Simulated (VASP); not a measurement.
# Te in VASP: a series of runs, part 2 of 2

VASP 6.6.1. Earlier steps stand in the parts before.

## 3. Single point, PBE

This run uses another cell than the first one.

INCAR

```
PREC     = Accurate       # precision mode
ENCUT    = 500            # plane-wave cutoff, eV
EDIFF    = 1E-6           # SCF threshold, eV
ISMEAR   = 0              # smearing method
SIGMA    = 0.1            # smearing width, eV
LREAL    = F              # projectors in reciprocal space
LASPH    = T              # aspherical terms in the spheres
NELM     = 120            # most SCF steps
ALGO     = Normal         # electronic algorithm
ISIF     = 2              # what is computed and relaxed
LWAVE    = F              # write WAVECAR
LCHARG   = F              # write CHGCAR
GGA      = PE             # functional
NBANDS   = 13             # bands
GGA_COMPAT= F
```

KPOINTS

```
Automatic mesh
0
Gamma
  6 6 2
```

POSCAR

```
Te
1.0
    5.0933955311      0.0000000000      0.0000000000
   -2.5466977656      4.4110099215      0.0000000000
    0.0000000000      0.0000000000      5.7291394258
Te
2
Direct
    0.3333333333      0.6666666667      0.0000000000
    0.6666666667      0.3333333333      0.0000000000
```

Potentials or basis: VASP PAW PBE potentials, release 64 (Te).

Launch:

```bash
> cat potpaw_PBE.64/Te/POTCAR > POTCAR
> mpirun -np 1 vasp_std > vasp.out
```

OUTCAR:

```text
PREC = Accurate
   ENCUT = 500
   EDIFF = 1E-6
   ISMEAR = 0
   LREAL = F
   LASPH = T
   NELM = 120
   ISIF = 2
   GGA = PE

 ion  position               nearest neighbor table
   1  0.333  0.667  0.000-   2 2.94   2 2.94   2 2.94
   2  0.667  0.333  0.000-   1 2.94   1 2.94   1 2.94

  LATTYP: Found a hexagonal cell.
 ALAT       =     5.0933955311
 C/A-ratio  =     1.1248173033

  Lattice vectors:

[... 396 lines left out ...]
     12       8.4094      0.00000
     13       9.4754      0.00000

------------------------ aborting loop because EDIFF is reached ----------------------------------------

  FORCE on cell =-STRESS in cart. coord.  units (eV):
  Direction    XX          YY          ZZ          XY          YZ          ZX
  --------------------------------------------------------------------------------------
  -------------------------------------------------------------------------------------
  Total        0.0519259      0.0519259      0.0866955     -0.0000000      0.0000000     -0.0000000
  in kB        0.6463385      0.6463385      1.0791266     -0.0000000      0.0000000     -0.0000000
  external PRESSURE =       0.7906012 kB  Pullay stress =       0.0000000 kB

 VOLUME and BASIS-vectors are now :
 -----------------------------------------------------------------------------
  energy-cutoff  :      500.00
  volume of cell :      128.72
      direct lattice vectors                 reciprocal lattice vectors
     5.093395531  0.000000000  0.000000000     0.196332681  0.113352726  0.000000000
    -2.546697766  4.411009921  0.000000000     0.000000000  0.226705452  0.000000000
     0.000000000  0.000000000  5.729139426     0.000000000  0.000000000  0.174546284

 POSITION                                       TOTAL-FORCE (eV/Angst)
 -----------------------------------------------------------------------------------
     -0.00000      2.94067      0.00000        -0.000000     -0.000000     -0.000000
      2.54670      1.47034      0.00000         0.000000      0.000000      0.000000
 -----------------------------------------------------------------------------------
    total drift:                               -0.000000      0.000000      0.000000

  FREE ENERGIE OF THE ION-ELECTRON SYSTEM (eV)
  ---------------------------------------------------
  free  energy   TOTEN  =        -5.3863495698 eV

  energy  without entropy=       -5.3662678444  energy(sigma->0) =       -5.37630871
```

OSZICAR:

```text
N       E                     dE             d eps       ncg     rms          rms(c)
DAV:   1     0.519910863265E+02    0.51991E+02   -0.38279E+03   364   0.651E+02
DAV:   2    -0.153010738355E+01   -0.53521E+02   -0.51242E+02   541   0.105E+02
DAV:   3    -0.541551837308E+01   -0.38854E+01   -0.38654E+01   474   0.318E+01
DAV:   4    -0.550930361219E+01   -0.93785E-01   -0.93761E-01   487   0.594E+00
DAV:   5    -0.551153606980E+01   -0.22325E-02   -0.22324E-02   523   0.883E-01    0.811E+00
DAV:   6    -0.540938867570E+01    0.10215E+00   -0.90257E-02   404   0.113E+00    0.533E+00
DAV:   7    -0.538646068164E+01    0.22928E-01   -0.11596E-01   424   0.124E+00    0.349E-01
DAV:   8    -0.538620065509E+01    0.26003E-03   -0.27546E-03   384   0.314E-01    0.127E-01
DAV:   9    -0.538641547759E+01   -0.21482E-03   -0.12519E-03   404   0.176E-01    0.150E-01
DAV:  10    -0.538635966915E+01    0.55808E-04   -0.12329E-04   419   0.573E-02    0.266E-02
DAV:  11    -0.538634874109E+01    0.10928E-04   -0.41842E-05   419   0.314E-02    0.523E-03
DAV:  12    -0.538634956980E+01   -0.82871E-06   -0.67993E-06   409   0.135E-02
   1 F= -.53863496E+01 E0= -.53763087E+01  d E =-.200817E-01
```

It took 18 s on 1 thread of Intel Xeon Platinum 8375C at 2.90GHz (Ice Lake), shared host; peak memory 0.23 GiB.

What came out:

```yaml
Free_energy: -5.3863 eV
Pressure: 0.1 GPa
Band_gap_on_the_k_mesh: zero (bands 6 and 7 overlap by 0.80 eV)
```

Levels at points of the mesh, in eV from the Fermi level:
```csv
k point,band 2,band 3,band 4,band 5,band 6,band 7,band 8,band 9,band 10,band 11
"(0.00, 0.00, 0.00)",-8.61,-4.06,-4.06,-2.92,-0.01,-0.01,0.68,3.04,5.37,7.23
"(0.50, 0.00, 0.00)",-10.76,-4.70,-2.83,-1.99,-0.93,1.32,2.44,4.70,4.75,6.23
"(0.00, 0.00, 0.50)",-8.60,-4.05,-4.05,-3.21,0.02,0.02,0.54,5.14,5.55,6.60
"(0.50, 0.00, 0.50)",-10.75,-4.69,-2.81,-2.24,-1.16,1.33,2.45,4.91,5.40,5.56
```

Caveat: the k points lie up to 0.55 Å⁻¹ apart, too coarse for converged energies and pressures of a metal; spin-orbit coupling is left out, which moves the levels of the heavy elements.

## 4. Relaxation of cell and atoms, PBE

INCAR

```
SYSTEM = Te
  PREC = Accurate
  ENCUT = 500
  EDIFF = 1E-7
  ISMEAR = 0
  SIGMA = 0.1
  LREAL = .False.
  LASPH = .True.
  NELM = 120
  ALGO = Normal
  ISIF = 3
  LWAVE = .False.
  LCHARG = .False.
  GGA = PE
  IBRION = 2
  NSW = 90
  EDIFFG = -0.04
  GGA_COMPAT = .False.
  NELMIN = 4
```

KPOINTS

```
regular mesh
0
Gamma
  6 6 2
  0 0 0
```

POSCAR

```
Te
1.0
    2.8262884400      0.0000000000      0.0000000000
   -1.4131442200      2.4476375900      0.0000000000
    0.0000000000      0.0000000000      9.8082490000
Te
2
Direct
    0.3333333300      0.6666666700      0.0000000000
    0.6666666700      0.3333333300      0.0000000000
```

Launch:

```bash
> cat potpaw_PBE.64/Te/POTCAR > POTCAR
> mpirun -np 1 vasp_std > vasp.out
```

It took 1.8 min on 1 thread of Intel Xeon Platinum 8375C at 2.90GHz (Ice Lake), shared host; peak memory 0.19 GiB.

It converged, with:

```
Free energy                           : -5.3673 eV
Relaxed cell                          : a = 5.095 Å, b = 5.095 Å, c = 9.806 Å, α = 90.00°, β = 90.00°, γ = 120.00°
Space group after relaxing (to 0.1 Å) : P6/mmm (No. 191)
Energy gained by relaxing             : 49814.2 meV/atom
Ionic steps                           : 10
Band gap on the k mesh                : zero (bands 6 and 7 overlap by 0.78 eV)
```

The path:
```csv
step,energy change (eV),largest force (eV/Å),pressure (GPa),volume (Å³)
1,0.0000,0.0000,436.40,67.85
2,-20.6307,0.0000,-2.11,4007.12
3,-51.1661,0.0000,-2.59,2615.27
4,-69.5665,0.0000,-2.68,1868.10
5,-94.5212,0.0000,-1.22,582.75
6,-96.0221,0.0000,-1.41,456.52
7,-99.6276,0.0000,0.11,219.10
8,-99.6164,0.0000,-0.42,226.34
9,-99.6266,0.0000,0.17,218.32
10,-99.6283,0.0000,0.00,220.43
```

Final structure:
```xyz
2
Lattice="5.0948 0.0000 0.0000 -2.5474 4.4122 0.0000 0.0000 0.0000 9.8056" Properties=species:S:1:pos:R:3 pbc="T T T"
Te    0.0000    2.9415    0.0000
Te    2.5474    1.4707    0.0000
```

Levels at points of the mesh, in eV from the Fermi level:
```csv
k point,band 4,band 5,band 6,band 7,band 8,band 9
"(0.00, 0.00, 0.00)",-4.06,-3.07,0.00,0.00,0.60,3.39
"(0.50, 0.00, 0.00)",-2.82,-2.12,-1.05,1.32,2.44,4.96
"(0.00, 0.00, 0.50)",-4.06,-3.08,0.00,0.00,0.60,3.78
"(0.50, 0.00, 0.50)",-2.82,-2.12,-1.05,1.32,2.44,5.07
```

Caveat: the k points lie up to 0.32 Å⁻¹ apart in the final cell, too coarse for converged energies and pressures of a metal; the volume moved by over 15 % at a fixed basis, so the end points are rough; there is no dipole correction, which matters where the two faces differ; the relaxation moved the vacuum too, so the length across it says nothing of the material; spin-orbit coupling is left out, which moves the levels of the heavy elements.

## 5. Single point, PBE

This run uses another cell than the first one.

INCAR

```
SYSTEM = Te
PREC = Accurate ; ENCUT = 500
EDIFF = 1E-6 ; ISMEAR = 0
SIGMA = 0.1 ; LREAL = .False.
LASPH = .True. ; NELM = 120
ALGO = Normal ; ISIF = 2
LWAVE = .False. ; LCHARG = .True.
GGA = PE ; LELF = .True.
LVHAR = .True. ; NBANDS = 13
GGA_COMPAT = .False.
```

KPOINTS

```
Automatic mesh
0
Gamma
  6 6 4
  0 0 0
```

POSCAR

```
Te
1.0
    5.0933955311      0.0000000000      0.0000000000
   -2.5466977656      4.4110099215      0.0000000000
    0.0000000000      0.0000000000      5.7291394258
Te
2
Direct
    0.3333333333      0.6666666667      0.0000000000
    0.6666666667      0.3333333333      0.0000000000
```

Launch:

```bash
> cat potpaw_PBE.64/Te/POTCAR > POTCAR
> mpirun -np 1 vasp_std > vasp.out
```

Wall time 24 s (1 thread of Intel Xeon Platinum 8375C at 2.90GHz (Ice Lake), shared host); peak memory 0.23 GiB.

The run converged. Its results:

| Property | Result |
| --- | --- |
| Free energy | -5.3947 eV |
| Pressure | 0.0 GPa |
| Band gap on the k mesh | zero (bands 6 and 7 overlap by 0.81 eV) |

Stress tensor (GPa, compression positive):
```
 0.08  0.00  0.00
 0.00  0.08  0.00
 0.00  0.00 -0.04
```

Levels at points of the mesh, in eV from the Fermi level:
```tsv
k point	band 4	band 5	band 6	band 7	band 8	band 9
(0.00, 0.00, 0.00)	-4.06	-2.92	-0.01	-0.01	0.68	3.04
(0.50, 0.00, 0.00)	-2.83	-1.99	-0.93	1.32	2.44	4.70
(0.00, 0.00, 0.50)	-4.05	-3.21	0.01	0.01	0.54	5.14
(0.50, 0.00, 0.50)	-2.81	-2.24	-1.16	1.33	2.45	4.91
```

Caveat: spin-orbit coupling is left out, which moves the levels of the heavy elements.

## 6. The runs side by side

```csv
task,cell,k mesh,gap on the mesh (eV),pressure (GPa)
single point,"a = 2.826, b = 2.826, c = 9.808 Å, angles 90.0, 90.0, 120.0°, 2 atoms",6 × 6 × 2,0.17,-
single point,"a = 5.093, b = 5.093, c = 5.729 Å, angles 90.0, 90.0, 120.0°, 2 atoms",6 × 6 × 2,none,0.1
relaxation of cell and atoms,"relaxed from a = 2.826, b = 2.826, c = 9.808 Å, angles 90.0, 90.0, 120.0°, 2 atoms",6 × 6 × 2,none,-
single point,"a = 5.093, b = 5.093, c = 5.729 Å, angles 90.0, 90.0, 120.0°, 2 atoms",6 × 6 × 4,none,0.0
```

Alike in all rows: level PBE; potentials or basis VASP PAW PBE potentials, release 64 (Te); no spin polarisation; cutoff (eV) 500; smearing gaussian 0.1 eV.

Caveats: some runs use coarse meshes; spin-orbit coupling is left out, which moves the levels of the heavy elements; there is no dipole correction, which matters where the two faces differ (at least some runs); atoms lie so close that the PAW spheres overlap strongly, which falsifies energies and pressures (at least some runs); the volume moved by over 15 % at a fixed basis, so the end points are rough (at least some runs); the relaxation moved the vacuum too, so the length across it says nothing of the material (at least some runs).

Absolute energies hang on the potentials; compare differences alone.
